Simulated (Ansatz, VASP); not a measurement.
## One calculation of MgS, two programs

```
CELL_PARAMETERS angstrom
0.00000 2.61479 2.61479
2.61479 0.00000 2.61479
2.61479 2.61479 0.00000
ATOMIC_POSITIONS crystal
Mg 0.00000 0.00000 0.00000
S 0.50000 0.50000 0.50000
```

Alike in both runs: functional PBE; k mesh 8 × 8 × 8; occupations gaussian, width 0.02 eV; no spin polarisation.

Ansatz relaxed the structure, and its values are those at the end. VASP's run is a single point on that final structure, the one shown.

|  | VASP | Ansatz |
| --- | --- | --- |
| version | VASP 6.6.1 | Ansatz 0.2.0 |
| potentials or method | VASP PAW PBE potentials, release 64 (Mg, S), cutoff 600 eV | scalar-relativistic, plane waves, PAW |
| valence electrons in the cell | 8 | 16 |

|  | VASP | Ansatz | Ansatz less VASP |
| --- | --- | --- | --- |
| gap on the k mesh at the Fermi level (eV) | 2.74 | 2.76 | +0.015 |
| least direct gap on the mesh (eV) | 3.59 | 3.60 | +0.012 |
| pressure (GPa) | -0.3 | 0.0 | +0.27 |

VASP's potentials hold 8 valence electrons a cell and Ansatz's 16, so a difference there can come from the potentials and not from the codes.
